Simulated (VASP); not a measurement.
Ni:

```
CELL_PARAMETERS angstrom
0.00000 1.75913 1.75913
1.75913 0.00000 1.75913
1.75913 1.75913 0.00000
ATOMIC_POSITIONS crystal
Ni 0.00000 0.00000 0.00000
```

Base run:

| Property | Result |
| --- | --- |
| Program | VASP 6.6.1 |
| Functional | PBE |
| Potentials or basis | VASP PAW PBE potentials, release 64 (Ni) |
| Cutoff | 520 eV |
| k mesh | 20 × 20 × 20 |
| Occupations | gaussian, width 0.05 eV |
| Spin | no spin polarisation |

Its results: pressure -1.3 GPa.

Problem. The run is repeated on the same cell with these changes: spin from no spin polarisation to collinear spin, ferromagnetic start; further incar settings from ALGO = Normal; EDIFF = 1e-06; NBANDS = 11 to ALGO = Normal; EDIFF = 1e-07; NBANDS = 15. What comes out?

Solution. Pressure -0.1 GPa; net moment 0.63 μB per cell; site moments Ni +0.64 μB.
